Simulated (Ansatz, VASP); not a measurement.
**One calculation of MgCd5S6, two programs**

```
Mg Cd S
1.0
     4.16801    0.00000    0.00000
     0.00000    4.16801    0.00000
     0.00000    0.00000   17.62007
Mg Cd S
1 5 6
Cartesian
  2.0840 2.0840 0.0000
  0.0000 0.0000 14.7816
  0.0000 0.0000 2.8384
  2.0840 2.0840 5.8244
  0.0000 0.0000 8.8100
  2.0840 2.0840 11.7957
  2.0840 0.0000 1.3409
  0.0000 2.0840 4.3320
  2.0840 0.0000 7.3172
  0.0000 2.0840 10.3028
  2.0840 0.0000 13.2881
  0.0000 2.0840 16.2792
```

Alike in both runs: functional PBE; k mesh 8 × 8 × 2; occupations gaussian, width 0.02 eV; no spin polarisation.

Ansatz relaxed the structure, and its values are those at the end. VASP's run is a single point on that final structure, the one shown.

```csv
,VASP,Ansatz
version,VASP 6.6.1,Ansatz 0.2.0
potentials or method,"VASP PAW PBE potentials, release 64 (Mg, Cd, S), cutoff 520 eV","scalar-relativistic, plane waves, PAW"
valence electrons in the cell,98,146
```

Ansatz gave:

```
gap on the k mesh at the Fermi level (eV) : 1.30
least direct gap on the mesh (eV)         : 1.30
pressure (GPa)                            : 0.0
rms of the force components (eV/Å)        : 0.000
```

Q: Which values does VASP return?

A: gap on the k mesh at the Fermi level (eV): 1.30; least direct gap on the mesh (eV): 1.30; pressure (GPa): 0.2; rms of the force components (eV/Å): 0.010.

VASP's potentials hold 98 valence electrons a cell and Ansatz's 146, so a difference there can come from the potentials and not from the codes.
